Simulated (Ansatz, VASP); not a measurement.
Ca: VASP beside Ansatz

```xyz
2
Lattice="1.8730 -3.2247 0.0000 1.8730 3.2247 0.0000 0.0000 0.0000 6.9449" Properties=species:S:1:pos:R:3 pbc="T T T"
Ca    0.0000    0.0000    5.2091
Ca    0.0000    0.0000    1.7358
```

Alike in both runs: functional PBE; k mesh 6 × 6 × 4; occupations gaussian, width 0.1 eV; no spin polarisation.

Ansatz relaxed the structure, and its values are those at the end. VASP's run is a single point on that final structure, the one shown.

```csv
,VASP,Ansatz
version,VASP 6.6.1,Ansatz 0.2.0
potentials or method,"VASP PAW PBE potentials, release 64 (Ca_sv), cutoff 500 eV","scalar-relativistic, plane waves, PAW"
valence electrons in the cell,20,20
```

|  | VASP | Ansatz | Ansatz less VASP |
| --- | --- | --- | --- |
| gap on the k mesh at the Fermi level (eV) | none | none | - |
| pressure (GPa) | 0.1 | 0.1 | -0.01 |

A gap of «none» marks a metal or a gap that the smearing closes.
